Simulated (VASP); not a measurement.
# AgClF in VASP: a series of runs

Runs on AgClF. Level: PBE. Tasks: single point.

All numbers are computed with VASP 6.6.1; they aren't measurements. Logs are shortened: lines on timing, memory, paths and dates and some standing lists are left out, and cuts for length are marked.

## 1. The cell of the first run

The cell holds a sheet with vacuum, 3 atoms: a = 3.363 Å, b = 3.363 Å, c = 33.238 Å, α = 90.00°, β = 90.00°, γ = 120.00°.

## 2. Single point, PBE, collinear spin

Contents of INCAR:

```
PREC = Accurate
ENCUT = 520
EDIFF = 1E-7
ISMEAR = 0
SIGMA = 0.1
LREAL = F
LASPH = T
NELM = 150
ALGO = Normal
ISIF = 2
LWAVE = F
LCHARG = F
ISPIN = 2
MAGMOM = 0.22 0.28 0.24
LORBIT = 11
LMAXMIX = 4
LDIPOL = T
IDIPOL = 3
DIPOL = 0.5 0.5 0.283
GGA = PE
NBANDS = 24
```

Contents of KPOINTS:

```
Automatic mesh
0
Gamma
  18 18 1
```

Contents of POSCAR:

```
AgClF
1.0
    3.3631155213      0.0000000000      0.0000000000
   -1.6815577607      2.9125434773      0.0000000000
    0.0000000000      0.0000000000     33.2381154800
Ag Cl F
1 1 1
Direct
    0.0000000000      0.0000000000      0.2796022285
    0.0000000000      0.0000000000      0.3480416573
    0.0000000000      0.0000000000      0.2216822423
```

Potentials or basis: VASP PAW PBE potentials, release 64 (Ag, Cl, F).

Run with:

```sh
cat potpaw_PBE.64/Ag/POTCAR potpaw_PBE.64/Cl/POTCAR potpaw_PBE.64/F/POTCAR > POTCAR
mpirun -np 1 vasp_std > vasp.out
```

OUTCAR:

```text
PREC = Accurate
   ENCUT = 520
   EDIFF = 1E-7
   ISMEAR = 0
   LREAL = F
   LASPH = T
   NELM = 150
   ISIF = 2
   ISPIN = 2
   LORBIT = 11
   GGA = PE

 ion  position               nearest neighbor table
   1  0.000  0.000  0.280-   3 1.93   2 2.27
   2  0.000  0.000  0.348-   1 2.27
   3  0.000  0.000  0.222-   1 1.93

  LATTYP: Found a hexagonal cell.
 ALAT       =     3.3631155213
 C/A-ratio  =     9.8831322533

  Lattice vectors:

 A1 = (   3.3631155213,   0.0000000000,   0.0000000000)
 A2 = (  -1.6815577607,   2.9125434773,   0.0000000000)
 A3 = (   0.0000000000,   0.0000000000,  33.2381154800)

Analysis of symmetry for initial positions (statically):
=====================================================================
 Subroutine PRICEL returns:
 Original cell was already a primitive cell.

 Routine SETGRP: Setting up the symmetry group for a
 hexagonal supercell.

 Subroutine GETGRP returns: Found 12 space group operations
 (whereof 12 operations were pure point group operations)
 out of a pool of 24 trial point group operations.

The static configuration has the point symmetry C_6v.

Analysis of symmetry for dynamics (positions and initial velocities):
=====================================================================
 Subroutine PRICEL returns:
 Original cell was already a primitive cell.

 Routine SETGRP: Setting up the symmetry group for a
 hexagonal supercell.

 Subroutine GETGRP returns: Found 12 space group operations
 (whereof 12 operations were pure point group operations)
 out of a pool of 24 trial point group operations.

The dynamic configuration has the point symmetry C_6v.

Analysis of structural, dynamic, and magnetic symmetry:
=====================================================================
 Subroutine PRICEL returns:
 Original cell was already a primitive cell.

 Routine SETGRP: Setting up the symmetry group for a
 hexagonal supercell.

 Subroutine GETGRP returns: Found 12 space group operations
 (whereof 12 operations were pure point group operations)
 out of a pool of 24 trial point group operations.

The overall configuration has the point symmetry C_6v.

 Subroutine INISYM returns: Found 12 space group operations
 (whereof 12 operations are pure point group operations),
 and found     1 'primitive' translations

----------------------------------------------------------------------------------------

                                     Primitive cell

  volume of cell :     325.5747

  direct lattice vectors                    reciprocal lattice vectors
     3.363115521  0.000000000  0.000000000     0.297343339  0.171671257  0.000000000
    -1.681557761  2.912543477  0.000000000     0.000000000  0.343342514  0.000000000
     0.000000000  0.000000000 33.238115480     0.000000000  0.000000000  0.030085942

  length of vectors
     3.363115521  3.363115521 33.238115480     0.343342514  0.343342514  0.030085942

  position of ions in fractional coordinates (direct lattice)
     0.000000000  0.000000000  0.279602229
     0.000000000  0.000000000  0.348041657
     0.000000000  0.000000000  0.221682242

  ion indices of the primitive-cell ions
   primitive index   ion index
                 1           1
                 2           2
                 3           3

----------------------------------------------------------------------------------------

 KPOINTS: Automatic mesh

Automatic generation of k-mesh.
 Grid dimensions read from file:
 generate k-points for:   18   18    1

 Generating k-lattice:

  Cartesian coordinates                     Fractional coordinates (reciprocal lattice)
     0.016519074  0.009537292  0.000000000     0.055555556  0.000000000  0.000000000
     0.000000000  0.019074584  0.000000000     0.000000000  0.055555556  0.000000000
     0.000000000  0.000000000  0.030085942     0.000000000  0.000000000  1.000000000

  Length of vectors
     0.019074584  0.019074584  0.030085942

  Shift w.r.t. Gamma in fractional coordinates (k-lattice)
     0.000000000  0.000000000  0.000000000

 Subroutine IBZKPT returns following result:
 ===========================================

 Found     37 irreducible k-points:

 Following reciprocal coordinates:
            Coordinates               Weight
  0.000000  0.000000  0.000000      1.000000
  0.055556  0.000000  0.000000      6.000000
  0.111111  0.000000  0.000000      6.000000
  0.166667  0.000000  0.000000      6.000000
  0.222222  0.000000  0.000000      6.000000
  0.277778  0.000000  0.000000      6.000000
[... 16 lines left out ...]
  0.333333  0.111111  0.000000     12.000000
  0.388889  0.111111  0.000000     12.000000
 [... further k-points ...]
   k-points           NKPTS =     37   k-points in BZ     NKDIM =     37   number of bands    NBANDS=     24
   number of dos      NEDOS =    301   number of ions     NIONS =      3
   total plane-waves  NPLWV = 196000
   dimension x,y,z NGX =    28 NGY =   28 NGZ =  250
   dimension x,y,z NGXF=    56 NGYF=   56 NGZF=  500
   ions per type =               1   1   1
   NGX,Y,Z   is equivalent  to a cutoff of  13.84, 13.84, 12.50 a.u.
   NGXF,Y,Z  is equivalent  to a cutoff of  27.68, 27.68, 25.01 a.u.
 SYSTEM =  unknown system
   PREC   = accura    normal or accurate (medium, high low for compatibility)
   ISTART =      0    job   : 0-new  1-cont  2-samecut
   ICHARG =      2    charge: 1-file 2-atom 10-const
   ISPIN  =      2    spin polarized calculation?
   LNONCOLLINEAR =      F non collinear calculations
   LSORBIT =      F    spin-orbit coupling
   LASPH  =      T    aspherical Exc in radial PAW
   ENCUT  =  520.0 eV  38.22 Ry    6.18 a.u.   6.25  6.25 61.80*2*pi/ulx,y,z
   NELM   =    150;   NELMIN=  2; NELMDL= -5     # of ELM steps
   EDIFF  = 0.1E-06   stopping-criterion for ELM
   LREAL  =      F    real-space projection
   EDIFFG = 0.1E-05   stopping-criterion for IOM
   NSW    =      0    number of steps for IOM
   IBRION =     -1    ionic relax: 0-MD 1-quasi-New 2-CG
   NFREE  =      0    steps in history (QN), initial steepest desc. (CG)
   ISIF   =      2    stress and relaxation
   ISYM   =      2    0-nonsym 1-usesym 2-fastsym
   POTIM  = 0.5000    time-step for ionic-motion
   TEBEG  =    0.0;   TEEND  =   0.0 temperature during run
   PSTRESS=    0.0 pullay stress
[... 29 lines left out ...]

 number of electron      24.9999987 magnetization       0.9377249

 dipolmoment           0.000000      0.000000     -0.164724 electrons x Angstroem

 Free energy of the ion-electron system (eV)
  ---------------------------------------------------
  ext. energy  EPLUGINS =         0.00000000
  ---------------------------------------------------
  free energy    TOTEN  =        -7.09423237 eV

  energy without entropy =       -7.07648457  energy(sigma->0) =       -7.08535847

 E-fermi :  -7.0098     XC(G=0):  -2.0280

 val. band max:       -7.0210659660   @ k =   0.0000   0.0000   0.0000
 cond. band min:      -6.9987632310   @ k =   0.3333   0.1667   0.0000
 fundamental gap:      0.0223027351
 Fermi energy:        -7.0097619420

 spin component 1

 k-point     1 :       0.0000    0.0000    0.0000
  band No.  band energies     occupation
      1     -27.5120      1.00000
      2     -21.4735      1.00000
      3     -11.9902      1.00000
      4     -10.2995      1.00000
      5     -10.2995      1.00000
      6     -10.2222      1.00000
[... 16 lines left out ...]
     23       3.8806      0.00000
     24       4.4657      0.00000

 k-point     2 :       0.0556    0.0000    0.0000
  band No.  band energies     occupation
      1     -27.5097      1.00000
      2     -21.4569      1.00000
      3     -11.9846      1.00000
      4     -10.3323      1.00000
      5     -10.3042      1.00000
      6     -10.1763      1.00000
[... 16 lines left out ...]
     23       3.9410      0.00000
     24       4.5126      0.00000

 k-point     3 :       0.1111    0.0000    0.0000
  band No.  band energies     occupation
      1     -27.5030      1.00000
      2     -21.4087      1.00000
      3     -11.9685      1.00000
      4     -10.4106      1.00000
      5     -10.3176      1.00000
      6     -10.1206      1.00000
[... 16 lines left out ...]
     23       4.1186      0.00000
     24       4.6483      0.00000
[... 514 lines left out ...]
 k-point    23 :       0.3333    0.1111    0.0000
  band No.  band energies     occupation
      1     -27.4410      1.00000
      2     -20.9198      1.00000
      3     -11.8152      1.00000
      4     -11.0949      1.00000
      5     -10.4972      1.00000
      6     -10.3362      1.00000
[... 16 lines left out ...]
     23       5.5195      0.00000
     24       5.9301      0.00000

 k-point    24 :       0.3889    0.1111    0.0000
  band No.  band energies     occupation
      1     -27.4346      1.00000
      2     -20.8648      1.00000
      3     -11.7980      1.00000
      4     -11.1795      1.00000
      5     -10.5170      1.00000
      6     -10.3675      1.00000
[... 16 lines left out ...]
     23       5.7382      0.00000
     24       6.0713      0.00000

 [... further k-points ...]

 spin component 2

 k-point     1 :       0.0000    0.0000    0.0000
  band No.  band energies     occupation
      1     -27.0651      1.00000
      2     -21.0673      1.00000
      3     -11.7265      1.00000
      4     -10.0931      1.00000
      5     -10.0931      1.00000
      6     -10.0604      1.00000
[... 16 lines left out ...]
     23       3.9167      0.00000
     24       4.4876      0.00000

 k-point     2 :       0.0556    0.0000    0.0000
  band No.  band energies     occupation
      1     -27.0627      1.00000
      2     -21.0505      1.00000
      3     -11.7207      1.00000
      4     -10.1289      1.00000
      5     -10.0978      1.00000
      6     -10.0101      1.00000
[... 16 lines left out ...]
     23       3.9798      0.00000
     24       4.5350      0.00000

 k-point     3 :       0.1111    0.0000    0.0000
  band No.  band energies     occupation
      1     -27.0557      1.00000
      2     -21.0014      1.00000
      3     -11.7037      1.00000
      4     -10.2057      1.00000
      5     -10.1111      1.00000
      6      -9.9656      1.00000
[... 16 lines left out ...]
     23       4.1664      0.00000
     24       4.6730      0.00000
[... 514 lines left out ...]
 k-point    23 :       0.3333    0.1111    0.0000
  band No.  band energies     occupation
      1     -26.9907      1.00000
      2     -20.5030      1.00000
      3     -11.5413      1.00000
      4     -10.8664      1.00000
      5     -10.2894      1.00000
      6     -10.1903      1.00000
[... 16 lines left out ...]
     23       5.5551      0.00000
     24       5.9737      0.00000

 k-point    24 :       0.3889    0.1111    0.0000
  band No.  band energies     occupation
      1     -26.9840      1.00000
      2     -20.4468      1.00000
      3     -11.5232      1.00000
      4     -10.9459      1.00000
      5     -10.3093      1.00000
      6     -10.2216      1.00000
[... 16 lines left out ...]
     23       5.7515      0.00000
     24       6.0699      0.00000

 [... further k-points ...]

------------------------ aborting loop because EDIFF is reached ----------------------------------------

 vacuum level on the upper side and lower side of the slab       (xc-potential included)        -1.544         1.457

  FORCE on cell =-STRESS in cart. coord.  units (eV):
  Direction    XX          YY          ZZ          XY          YZ          ZX
  --------------------------------------------------------------------------------------
  -------------------------------------------------------------------------------------
  Total       -0.0980543     -0.0980543      0.0243942      0.0000000     -0.0000000     -0.0000000
  in kB       -0.4825323     -0.4825323      0.1200456      0.0000000     -0.0000000     -0.0000000
  external PRESSURE =      -0.2816730 kB  Pullay stress =       0.0000000 kB

 VOLUME and BASIS-vectors are now :
 -----------------------------------------------------------------------------
  energy-cutoff  :      520.00
  volume of cell :      325.57
      direct lattice vectors                 reciprocal lattice vectors
     3.363115521  0.000000000  0.000000000     0.297343339  0.171671257  0.000000000
    -1.681557761  2.912543477  0.000000000     0.000000000  0.343342514  0.000000000
     0.000000000  0.000000000 33.238115480     0.000000000  0.000000000  0.030085942

 POSITION                                       TOTAL-FORCE (eV/Angst)
 -----------------------------------------------------------------------------------
      0.00000      0.00000      9.29345        -0.000000     -0.000000      0.133140
      0.00000      0.00000     11.56825        -0.000000      0.000000     -0.041718
      0.00000      0.00000      7.36830         0.000000     -0.000000     -0.091422
 -----------------------------------------------------------------------------------
    total drift:                                0.000000      0.000000     -0.001206

  FREE ENERGIE OF THE ION-ELECTRON SYSTEM (eV)
  ---------------------------------------------------
  free  energy   TOTEN  =        -7.0942323655 eV

  energy  without entropy=       -7.0764845670  energy(sigma->0) =       -7.08535847

 vacuum level on the upper side and lower side of the slab         0.121         3.171

 total charge

# of ion       s       p       d       tot
------------------------------------------
    1        0.399   0.281   9.082   9.762
    2        1.616   3.395   0.000   5.010
    3        1.749   4.212   0.000   5.961
--------------------------------------------------
tot          3.764   7.888   9.082  20.733

 magnetization (x)

# of ion       s       p       d       tot
------------------------------------------
    1        0.030  -0.005   0.227   0.251
    2        0.007   0.327   0.000   0.334
    3        0.001   0.236   0.000   0.237
--------------------------------------------------
tot          0.038   0.558   0.227   0.823
```

Wall time 21 min (1 thread of Intel Xeon 6975P-C (Granite Rapids), shared host); peak memory 0.92 GiB.

What came out:

- Free energy: -7.0942 eV
- Largest force: 0.133 eV/Å
- Net moment: 0.94 μB per cell
- Site moments: Ag +0.25; Cl +0.33; F +0.24 μB
- Valence electrons inside the program's atomic spheres: Ag 9.76; Cl 5.01; F 5.96

Forces in eV/Å, atoms in the order of the input:
```
Ag   0.000  0.000  0.133
Cl   0.000  0.000 -0.042
F    0.000  0.000 -0.091
```

## 3. Single point, PBE, collinear spin

Contents of INCAR:

```
SYSTEM = AgClF
PREC     = Accurate       ! precision mode
ENCUT    = 520            ! plane-wave cutoff, eV
EDIFF    = 1E-7           ! SCF threshold, eV
ISMEAR   = 0              ! smearing method
SIGMA    = 0.1            ! smearing width, eV
LREAL    = .FALSE.        ! projectors in reciprocal space
LASPH    = .TRUE.         ! aspherical terms in the spheres
NELM     = 150            ! most SCF steps
ALGO     = Normal         ! electronic algorithm
ISIF     = 2              ! what is computed and relaxed
LWAVE    = .FALSE.        ! write WAVECAR
LCHARG   = .FALSE.        ! write CHGCAR
ISPIN    = 2              ! spin polarisation
MAGMOM   = 1 0 0          ! initial moments
LORBIT   = 11             ! projections on sites
LMAXMIX  = 4              ! l up to which the mixer works
LDIPOL   = .TRUE.       
IDIPOL   = 3            
DIPOL    = 0.5 0.5 0.283
GGA      = PE             ! functional
NBANDS   = 24             ! bands
```

Contents of KPOINTS:

```
regular mesh
0
G
  6 6 1
  0 0 0
```

POSCAR is that of step 2.

Potentials or basis: VASP PAW PBE potentials, release 64 (Ag, Cl, F).

Run with:

```sh
cat potpaw_PBE.64/Ag/POTCAR potpaw_PBE.64/Cl/POTCAR potpaw_PBE.64/F/POTCAR > POTCAR
mpirun -np 1 vasp_std > vasp.out
```

It took 5.1 min on 1 thread of Intel Xeon 6975P-C (Granite Rapids), shared host; peak memory 0.66 GiB.

It converged, with:

| Quantity | Value |
| --- | --- |
| Free energy | -7.0875 eV |
| Largest force | 0.115 eV/Å |
| Net moment | 0.86 μB per cell |
| Site moments | Ag +0.24; Cl +0.29; F +0.22 μB |
| Valence electrons inside the program's atomic spheres | Ag 9.76; Cl 5.01; F 5.96 |

Forces on the atoms (eV/Å):
```
Ag   0.000  0.000  0.115
Cl   0.000  0.000 -0.029
F    0.000  0.000 -0.086
```

Levels at points of the mesh, in eV from the Fermi level:
Spin up:
| k point | band 11 | band 12 | band 13 | band 14 | band 15 | band 16 |
| --- | --- | --- | --- | --- | --- | --- |
| (0.00, 0.00, 0.00) | -0.77 | 0.03 | 0.03 | 3.48 | 6.77 | 7.47 |
| (0.50, 0.00, 0.00) | -1.03 | -0.34 | -0.17 | 4.14 | 6.68 | 9.56 |
Spin down:
| k point | band 8 | band 9 | band 10 | band 11 | band 12 | band 13 | band 14 | band 15 | band 16 | band 17 |
| --- | --- | --- | --- | --- | --- | --- | --- | --- | --- | --- |
| (0.00, 0.00, 0.00) | -2.90 | -1.95 | -0.36 | -0.36 | 0.46 | 0.46 | 3.70 | 6.79 | 7.43 | 7.93 |
| (0.50, 0.00, 0.00) | -2.22 | -1.80 | -0.69 | -0.67 | 0.05 | 0.14 | 4.23 | 6.82 | 9.71 | 10.04 |

## 4. Single point, PBE, collinear spin

This run uses another cell than the first one.

Contents of INCAR:

```
PREC = Accurate
ENCUT = 520
EDIFF = 1E-6
ISMEAR = 0
SIGMA = 0.1
LREAL = False
LASPH = True
NELM = 150
ALGO = Normal
ISIF = 2
LWAVE = False
LCHARG = False
ISPIN = 2
MAGMOM = 1 0 0
LORBIT = 11
LMAXMIX = 4
LDIPOL = True
IDIPOL = 3
DIPOL = 0.5 0.5 0.495
GGA = PE
NBANDS = 24
```

Contents of KPOINTS:

```
Automatic mesh
0
Gamma
  6 6 1
```

Contents of POSCAR:

```
AgClF
1.0
    3.4104595200      0.0000000000      0.0000000000
   -1.7052297600      2.9535440900      0.0000000000
    0.0000000000      0.0000000000     19.0000000000
Ag Cl F
1 1 1
Direct
    0.0000000000      0.0000000000      0.4857894700
    0.0000000000      0.0000000000      0.6241857300
    0.0000000000      0.0000000000      0.3758142700
```

Run with:

```sh
cat potpaw_PBE.64/Ag/POTCAR potpaw_PBE.64/Cl/POTCAR potpaw_PBE.64/F/POTCAR > POTCAR
mpirun -np 1 vasp_std > vasp.out
```

Wall time 1.9 min (1 thread of Intel Xeon 6975P-C (Granite Rapids), shared host); peak memory 0.43 GiB.

It converged, with:

```
Free energy                                           : -6.5906 eV
Largest force                                         : 1.390 eV/Å
Band gap on the k mesh                                : zero (filled and empty bands overlap)
Net moment                                            : 0.98 μB per cell
Site moments                                          : Ag +0.12; Cl +0.42; F +0.30 μB
Valence electrons inside the program's atomic spheres : Ag 9.60; Cl 4.95; F 5.91
```

Forces on the atoms (eV/Å):
```
Ag   0.000  0.000 -0.008
Cl   0.000  0.000 -1.381
F    0.000  0.000  1.390
```

Levels at points of the mesh, in eV from the Fermi level:
Spin up:
```tsv
k point	band 9	band 10	band 11	band 12	band 13	band 14	band 15	band 16	band 17	band 18
(0.00, 0.00, 0.00)	-1.89	-0.58	-0.58	-0.08	-0.08	2.25	6.81	7.75	9.15	9.83
(0.50, 0.00, 0.00)	-1.59	-1.04	-0.81	-0.49	-0.23	4.07	5.50	9.69	9.87	11.30
```
Spin down:
| k point | band 10 | band 11 | band 12 | band 13 | band 14 | band 15 |
| --- | --- | --- | --- | --- | --- | --- |
| (0.00, 0.00, 0.00) | 0.01 | 0.01 | 0.58 | 0.58 | 2.44 | 6.87 |
| (0.50, 0.00, 0.00) | -0.55 | -0.19 | 0.02 | 0.10 | 4.11 | 5.59 |

## 5. The runs side by side

| cell | k mesh | gap on the mesh (eV) | moment (μB) | largest force (eV/Å) |
| --- | --- | --- | --- | --- |
| a = 3.363, b = 3.363, c = 33.238 Å, angles 90.0, 90.0, 120.0°, 3 atoms, atomic positions A | 18 × 18 × 1 | none | 0.94 | 0.13 |
| a = 3.363, b = 3.363, c = 33.238 Å, angles 90.0, 90.0, 120.0°, 3 atoms, atomic positions A | 6 × 6 × 1 | none | 0.86 | 0.11 |
| a = 3.410, b = 3.410, c = 19.000 Å, angles 90.0, 90.0, 120.0°, 3 atoms, atomic positions B | 6 × 6 × 1 | none | 0.98 | 1.39 |

Alike in all rows: task single point; level PBE; potentials or basis VASP PAW PBE potentials, release 64 (Ag, Cl, F); spin collinear; cutoff (eV) 520; smearing gaussian 0.1 eV.

Absolute energies hang on the potentials; compare differences alone.
